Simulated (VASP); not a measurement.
# Ta (Im-3m) in VASP: notebook

Runs on Ta. Level: LDA. Tasks: single point.

Everything below comes from runs of VASP 6.6.1. Logs are shortened: lines on timing, memory, paths and dates and some standing lists are left out, and cuts for length are marked.

### 1 The cell of the first run

Symmetry: Im-3m, No. 229, cubic system. Conventional cell: a = 3.303 Å, b = 3.303 Å, c = 3.303 Å, α = 90.00°, β = 90.00°, γ = 90.00°. Ta (site symmetry m-3m) has 14 Ta at 2.86 to 3.30 Å within 3.8 Å.

### 2 Single point, LDA

INCAR

```
SYSTEM = Ta
PREC     = Accurate       ! precision mode
ENCUT    = 500            ! plane-wave cutoff, eV
EDIFF    = 1E-6           ! SCF threshold, eV
ISMEAR   = -1             ! smearing method
SIGMA    = 0.1            ! smearing width, eV
LREAL    = .FALSE.        ! projectors in reciprocal space
LASPH    = .TRUE.         ! aspherical terms in the spheres
NELM     = 120            ! most SCF steps
ALGO     = Normal         ! electronic algorithm
ISIF     = 2              ! what is computed and relaxed
LWAVE    = .FALSE.        ! write WAVECAR
LCHARG   = .FALSE.        ! write CHGCAR
GGA      = CA             ! functional
NBANDS   = 12             ! bands
GGA_COMPAT= .FALSE.
```

KPOINTS

```
regular mesh
0
G
  14 14 14
  0 0 0
```

POSCAR

```
Ta
1.0
    2.8601010000      0.0000000000      0.0000000000
   -0.9533669701      2.6965290932      0.0000000000
   -0.9533669701     -1.3482644833      2.3352627333
Ta
1
Direct
    0.0000000000      0.0000000000      0.0000000000
```

Potentials or basis: VASP PAW LDA potentials, release 64 (Ta_pv).

Started as:

```console
$ cat potpaw_LDA.64/Ta_pv/POTCAR > POTCAR
$ mpirun -np 1 vasp_std > vasp.out
```

OUTCAR:

```text
SYSTEM = Ta
   PREC = Accurate
   ENCUT = 500
   EDIFF = 1E-6
   ISMEAR = -1
   LREAL = .FALSE.
   LASPH = .TRUE.
   NELM = 120
   ISIF = 2
   GGA = CA

 ion  position               nearest neighbor table
   1  0.000  0.000  0.000-

  LATTYP: Found a body centered cubic cell.
 ALAT       =     3.3025601645

  Lattice vectors:

 A1 = (   2.8601010000,   0.0000000000,   0.0000000000)
 A2 = (  -0.9533669701,   2.6965290932,   0.0000000000)
 A3 = (  -0.9533669701,  -1.3482644833,   2.3352627333)

Analysis of symmetry for initial positions (statically):
=====================================================================
 Subroutine PRICEL returns:
 Original cell was already a primitive cell.

 Routine SETGRP: Setting up the symmetry group for a
 body centered cubic supercell.

 Subroutine GETGRP returns: Found 48 space group operations
 (whereof 48 operations were pure point group operations)
 out of a pool of 48 trial point group operations.

The static configuration has the point symmetry O_h .

Analysis of symmetry for dynamics (positions and initial velocities):
=====================================================================
 Subroutine PRICEL returns:
 Original cell was already a primitive cell.

 Routine SETGRP: Setting up the symmetry group for a
 body centered cubic supercell.

 Subroutine GETGRP returns: Found 48 space group operations
 (whereof 48 operations were pure point group operations)
 out of a pool of 48 trial point group operations.

The dynamic configuration has the point symmetry O_h .

 Subroutine INISYM returns: Found 48 space group operations
 (whereof 48 operations are pure point group operations),
 and found     1 'primitive' translations

----------------------------------------------------------------------------------------

                                     Primitive cell

  volume of cell :      18.0104

  direct lattice vectors                    reciprocal lattice vectors
     2.860101000  0.000000000  0.000000000     0.349638002  0.123615697  0.214108661
    -0.953366970  2.696529093  0.000000000     0.000000000  0.370847102  0.214108661
    -0.953366970 -1.348264483  2.335262733     0.000000000  0.000000000  0.428217342

  length of vectors
     2.860101000  2.860101000  2.860101000     0.428217342  0.428217342  0.428217342

  position of ions in fractional coordinates (direct lattice)
     0.000000000  0.000000000  0.000000000

  ion indices of the primitive-cell ions
   primitive index   ion index
                 1           1

----------------------------------------------------------------------------------------

 KPOINTS: regular mesh

Automatic generation of k-mesh.
 Grid dimensions read from file:
 generate k-points for:   14   14   14

 Generating k-lattice:

  Cartesian coordinates                     Fractional coordinates (reciprocal lattice)
     0.024974143  0.008829693  0.015293476     0.071428571  0.000000000  0.000000000
     0.000000000  0.026489079  0.015293476     0.000000000  0.071428571  0.000000000
     0.000000000  0.000000000  0.030586953     0.000000000  0.000000000  0.071428571

  Length of vectors
     0.030586953  0.030586953  0.030586953

  Shift w.r.t. Gamma in fractional coordinates (k-lattice)
     0.000000000  0.000000000  0.000000000

 Subroutine IBZKPT returns following result:
 ===========================================

 Found    104 irreducible k-points:

 Following reciprocal coordinates:
            Coordinates               Weight
  0.000000  0.000000  0.000000      1.000000
  0.071429  0.000000 -0.000000     12.000000
  0.142857  0.000000  0.000000     12.000000
  0.214286  0.000000 -0.000000     12.000000
  0.285714  0.000000  0.000000     12.000000
  0.357143  0.000000  0.000000     12.000000
[... 16 lines left out ...]
  0.285714  0.285714  0.000000     24.000000
  0.357143  0.285714  0.000000     24.000000
 [... further k-points ...]
   k-points           NKPTS =    104   k-points in BZ     NKDIM =    104   number of bands    NBANDS=     12
   number of dos      NEDOS =    301   number of ions     NIONS =      1
   total plane-waves  NPLWV =  13824
   dimension x,y,z NGX =    24 NGY =   24 NGZ =   24
   dimension x,y,z NGXF=    48 NGYF=   48 NGZF=   48
   ions per type =               1
   NGX,Y,Z   is equivalent  to a cutoff of  13.95, 13.95, 13.95 a.u.
   NGXF,Y,Z  is equivalent  to a cutoff of  27.90, 27.90, 27.90 a.u.
 SYSTEM =  Ta
   PREC   = accura    normal or accurate (medium, high low for compatibility)
   ISTART =      0    job   : 0-new  1-cont  2-samecut
   ICHARG =      2    charge: 1-file 2-atom 10-const
   ISPIN  =      1    spin polarized calculation?
   LNONCOLLINEAR =      F non collinear calculations
   LSORBIT =      F    spin-orbit coupling
   LASPH  =      T    aspherical Exc in radial PAW
   ENCUT  =  500.0 eV  36.75 Ry    6.06 a.u.   5.21  5.21  5.21*2*pi/ulx,y,z
   NELM   =    120;   NELMIN=  2; NELMDL= -5     # of ELM steps
   EDIFF  = 0.1E-05   stopping-criterion for ELM
   LREAL  =      F    real-space projection
   EDIFFG = 0.1E-04   stopping-criterion for IOM
   NSW    =      0    number of steps for IOM
   IBRION =     -1    ionic relax: 0-MD 1-quasi-New 2-CG
   NFREE  =      0    steps in history (QN), initial steepest desc. (CG)
   ISIF   =      2    stress and relaxation
   ISYM   =      2    0-nonsym 1-usesym 2-fastsym
   POTIM  = 0.5000    time-step for ionic-motion
   TEBEG  =    0.0;   TEEND  =   0.0 temperature during run
   PSTRESS=    0.0 pullay stress
   NELECT =      11.0000    total number of electrons
   NUPDOWN=      -1.0000    fix difference up-down
   EMIN   =  10.00;   EMAX   =-10.00  energy-range for DOS
   EFERMI =   0.00;   METHOD = LEGACY
   ISMEAR =    -1;   SIGMA  =   0.10  broadening in eV -4-tet -1-fermi 0-gaus
   EFERMI_NEDOS =   21; number of points for ismear=-14 and -15
   IALGO  =     38    algorithm
   IMIX   =      4    mixing-type and parameters
     AMIX     =   0.40;   BMIX     =  1.00
     AMIX_MAG =   1.60;   BMIX_MAG =  1.00
  volume/ion in A,a.u.               =      18.01       121.54
  Fermi-wavevector in a.u.,A,eV,Ry     =   1.388987  2.624806 26.249531  1.929286
  Thomas-Fermi vector in A             =   2.513061
   LORBIT       =      0    0 simple, 1 ext, 2 COOP (PROOUT), +10 PAW based schemes
   GGA     = CA    functional components
   LHFCALC =     F    Hartree Fock is set to
   AEXX    =    0.0000 exact exchange contribution
   IVDW    =     0    specifies the selected vdW correction
   LEPSILON=     F    determine dielectric tensor
   LRPA    =     F    only Hartree local field effects (RPA)
 non-spin polarized calculation
  energy-cutoff  :      500.00
  volume of cell :       18.01
 maximum number of plane-waves:       472
 NGX is ok and might be reduce to    24
   NGX = 11   NGY = 11   NGZ = 11

 number of electron      11.0000002 magnetization

 Free energy of the ion-electron system (eV)
  ---------------------------------------------------
  ext. energy  EPLUGINS =         0.00000000
  ---------------------------------------------------
  free energy    TOTEN  =       -12.83290032 eV

  energy without entropy =      -12.79284133  energy(sigma->0) =      -12.81287083

 E-fermi :   5.4095     XC(G=0): -12.7965

 val. band max:        5.3809161776   @ k =  -0.2857   0.2857   0.1429
 cond. band min:       5.4560667780   @ k =   0.2143   0.0000  -0.0000
 fundamental gap:      0.0751506004
 Fermi energy:         5.4094873986

 k-point     1 :       0.0000    0.0000    0.0000
  band No.  band energies     occupation
      1     -27.5004      2.00000
      2     -27.5004      2.00000
      3     -27.5004      2.00000
      4      -2.4426      2.00000
      5       6.0696      0.00271
      6       6.0696      0.00271
      7       6.0696      0.00271
      8       9.3268      0.00000
      9       9.3268      0.00000
     10      19.0868      0.00000
     11      20.4770      0.00000
     12      20.4770      0.00000

 k-point     2 :       0.0714    0.0000   -0.0000
  band No.  band energies     occupation
      1     -27.5649      2.00000
      2     -27.5202      2.00000
      3     -27.5007      2.00000
      4      -2.2137      2.00000
      5       5.9238      0.01161
      6       6.0275      0.00413
      7       6.2937      0.00029
      8       9.0971      0.00000
      9       9.3282      0.00000
     10      19.0868      0.00000
     11      20.6790      0.00000
     12      20.8752      0.00000

 k-point     3 :       0.1429    0.0000    0.0000
  band No.  band energies     occupation
      1     -27.7425      2.00000
      2     -27.5754      2.00000
      3     -27.5017      2.00000
      4      -1.5678      2.00000
      5       5.5421      0.41945
      6       5.8297      0.02948
      7       6.9543      0.00000
      8       8.7235      0.00000
      9       9.3516      0.00000
     10      19.0864      0.00000
     11      21.1040      0.00000
     12      22.0087      0.00000
[... 286 lines left out ...]
 k-point    23 :       0.2857    0.2857    0.0000
  band No.  band energies     occupation
      1     -28.4652      2.00000
      2     -28.1477      2.00000
      3     -27.6442      2.00000
      4       2.7010      2.00000
      5       4.0164      2.00000
      6       4.8687      1.99108
      7       9.3255      0.00000
      8      10.0989      0.00000
      9      15.0724      0.00000
     10      15.4005      0.00000
     11      19.0927      0.00000
     12      19.2987      0.00000

 k-point    24 :       0.3571    0.2857    0.0000
  band No.  band energies     occupation
      1     -28.4195      2.00000
      2     -28.2368      2.00000
      3     -27.6505      2.00000
      4       2.8326      2.00000
      5       4.1633      1.99999
      6       4.7429      1.99745
      7       9.5557      0.00000
      8      10.1299      0.00000
      9      14.3066      0.00000
     10      16.5181      0.00000
     11      18.3267      0.00000
     12      19.0922      0.00000

 [... further k-points ...]

------------------------ aborting loop because EDIFF is reached ----------------------------------------

  FORCE on cell =-STRESS in cart. coord.  units (eV):
  Direction    XX          YY          ZZ          XY          YZ          ZX
  --------------------------------------------------------------------------------------
  -------------------------------------------------------------------------------------
  Total       -0.9090165     -0.9090166     -0.9090166     -0.0000000     -0.0000000     -0.0000000
  in kB      -80.8649165    -80.8649171    -80.8649196     -0.0000009     -0.0000022     -0.0000016
  external PRESSURE =     -80.8649177 kB  Pullay stress =       0.0000000 kB

 VOLUME and BASIS-vectors are now :
 -----------------------------------------------------------------------------
  energy-cutoff  :      500.00
  volume of cell :       18.01
      direct lattice vectors                 reciprocal lattice vectors
     2.860101000  0.000000000  0.000000000     0.349638002  0.123615697  0.214108661
    -0.953366970  2.696529093  0.000000000     0.000000000  0.370847102  0.214108661
    -0.953366970 -1.348264483  2.335262733     0.000000000  0.000000000  0.428217342

 POSITION                                       TOTAL-FORCE (eV/Angst)
 -----------------------------------------------------------------------------------
      0.00000      0.00000      0.00000        -0.000000      0.000000      0.000000
 -----------------------------------------------------------------------------------
    total drift:                               -0.000000     -0.000000      0.000000

  FREE ENERGIE OF THE ION-ELECTRON SYSTEM (eV)
  ---------------------------------------------------
  free  energy   TOTEN  =       -12.8329003214 eV

  energy  without entropy=      -12.7928413326  energy(sigma->0) =      -12.81287083
```

Run time: 11 s. Hardware: 1 thread of AMD EPYC 9R45 (Zen 5), shared host; peak memory 0.11 GiB.

Results:

| Item | Value |
| --- | --- |
| Free energy | -12.8329 eV |
| Pressure | -8.1 GPa |
| Band gap on the k mesh | zero (an odd number of electrons rules out a gap without spin polarisation) |

Caveat: the cell stands under tension; spin-orbit coupling is left out, which moves the levels of the heavy elements.

### 3 Single point, LDA

INCAR

```
PREC = Accurate
ENCUT = 500
EDIFF = 1E-6
ISMEAR = -1
SIGMA = 0.1
LREAL = F
LASPH = T
NELM = 120
ALGO = Normal
ISIF = 2
LWAVE = F
LCHARG = T
GGA = CA
LELF = T
LVHAR = T
NBANDS = 12
GGA_COMPAT = F
```

KPOINTS

```
regular mesh
0
Gamma
  14 14 14
```

POSCAR is that of step 2.

Potentials or basis: VASP PAW LDA potentials, release 64 (Ta_pv).

Started as:

```console
$ cat potpaw_LDA.64/Ta_pv/POTCAR > POTCAR
$ mpirun -np 1 vasp_std > vasp.out
```

Wall time 12 s (1 thread of AMD EPYC 9R45 (Zen 5), shared host); peak memory 0.11 GiB.

The run converged. Its results:

```
Free energy            : -12.8329 eV
Pressure               : -8.1 GPa
Band gap on the k mesh : zero (an odd number of electrons rules out a gap without spin polarisation)
```

Levels at points of the mesh, in eV from the Fermi level:
| k point | band 1 | band 2 | band 3 | band 4 | band 5 | band 6 | band 7 | band 8 | band 9 | band 10 |
| --- | --- | --- | --- | --- | --- | --- | --- | --- | --- | --- |
| (0.00, 0.00, 0.00) | -32.91 | -32.91 | -32.91 | -7.85 | 0.66 | 0.66 | 0.66 | 3.92 | 3.92 | 13.68 |
| (0.50, 0.00, 0.00) | -34.11 | -33.30 | -32.92 | -4.38 | -1.60 | 1.73 | 3.80 | 4.81 | 7.74 | 11.68 |
| (0.50, 0.50, 0.50) | -33.74 | -33.74 | -33.74 | -3.83 | -3.83 | 6.77 | 6.77 | 6.77 | 8.74 | 8.74 |

Caveat: the cell stands under tension; spin-orbit coupling is left out, which moves the levels of the heavy elements.

The gap in the log of VASP goes by the Fermi energy; the results here count the filled bands.